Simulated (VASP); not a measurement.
Runs of VASP 6.6.1 on PbSe (Clausthalite). The structure is that of space group Fm-3m (No. 225), or close to it. The cells are those of the table. 

```tsv
cell	gap on the mesh (eV)	pressure (GPa)
a = 4.358, b = 4.358, c = 4.272 Å, angles 60.7, 60.7, 58.7°, 2 atoms	1.05	(a)
a = 4.328 Å, angles 60.0°, 2 atoms	-	2.2
a = 4.343, b = 4.343, c = 4.300 Å, angles 60.3, 60.3, 59.3°, 2 atoms	(b)	2.3
a = 4.314, b = 4.314, c = 4.358 Å, angles 59.7, 59.7, 60.7°, 2 atoms	1.16	2.3
```

Alike in all rows: task single point; level PBE; potentials or basis VASP PAW PBE potentials, release 64 (Pb_d, Se); no spin polarisation; k mesh 5 × 5 × 5; cutoff (eV) 500; smearing gaussian 0.05 eV.

Estimate the missing entries.

(a) 2.5; (b) 1.13.

Caveats: spin-orbit coupling is left out, which moves the levels of the heavy elements.

A k mesh can miss the band edges, and the runs leave out spin-orbit coupling on Pb, Se.
